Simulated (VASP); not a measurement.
Write the native input for VASP 6.6.1 that does the following.

| Item | Value |
| --- | --- |
| Task | single point |
| Functional | LDA |
| Potentials or basis | VASP PAW LDA potentials, release 64 (Al, C, H) |
| Cutoff | 520 eV |
| k mesh | 5 × 5 × 1 |
| Occupations | gaussian, width 0.1 eV |
| Spin | collinear spin |
| Starting moments | [0.0, 0.0, 0.0, 0.0, 0.0, 0.0, 0.0, 0.0, 0.0, 0.0, 0.0, 0.0, 1.0, 0.0] μB |
| Dipole correction | yes |
| Further INCAR settings | ALGO = Normal; EDIFF = 1e-06; NBANDS = 38 |

The structure of Al12HC lies in POSCAR:

```
Al12HC
1.0
    5.6343731020      0.0000000000      0.0000000000
    0.0000000000      5.6343731020      0.0000000000
    0.0000000000      0.0000000000     20.7039189548
Al C H
12 1 1
Direct
    0.2500000000      0.2500000000      0.1932001380
    0.2500000000      0.7500000000      0.1932001380
    0.7500000000      0.2500000000      0.1932001380
    0.7500000000      0.7500000000      0.1932001380
    0.0000000000      0.0000000000      0.2922907177
    0.0000000000      0.5000000000      0.2922907177
    0.5000000000      0.0000000000      0.2922907177
    0.5000000000      0.5000000000      0.2922907177
    0.2500000000      0.2500000000      0.3914195652
    0.2500000000      0.7500000000      0.3914195652
    0.7500000000      0.2500000000      0.3914195652
    0.7500000000      0.7500000000      0.3914195652
    0.2500000000      0.3333333333      0.4741096760
    0.2500000000      0.3333333333      0.5269036818
```

The input as run:

INCAR

```
SYSTEM = Al12HC
  ALGO = Normal
  DIPOL = 0.5 0.5 0.322
  EDIFF = 1E-6
  ENCUT = 520
  GGA = CA
  IDIPOL = 3
  ISIF = 2
  ISMEAR = 0
  ISPIN = 2
  LASPH = .True.
  LCHARG = .False.
  LDIPOL = .True.
  LORBIT = 11
  LREAL = .False.
  LWAVE = .False.
  MAGMOM = 0 0 0 0 0 0 0 0 0 0 0 0 1 0
  NBANDS = 38
  NELM = 150
  PREC = Accurate
  SIGMA = 0.1
```

KPOINTS

```
k-points
0
Gamma
  5 5 1
  0 0 0
```

Potentials or basis: VASP PAW LDA potentials, release 64 (Al, C, H).

Launch:

```console
$ cat potpaw_LDA.64/Al/POTCAR potpaw_LDA.64/C/POTCAR potpaw_LDA.64/H/POTCAR > POTCAR
$ mpirun -np 1 vasp_std > vasp.out
```

It gave:

```
Largest force                                         : 1.515 eV/Å
Net moment                                            : 0.00 μB per cell
Valence electrons inside the program's atomic spheres : Al 0.78, 0.79, 0.85, 0.76, 0.77 (each value once); C 2.33; H 0.66
```

Wall time 25 min on 1 thread of Intel Xeon 8259CL, on a shared host, peak memory 0.73 GiB.
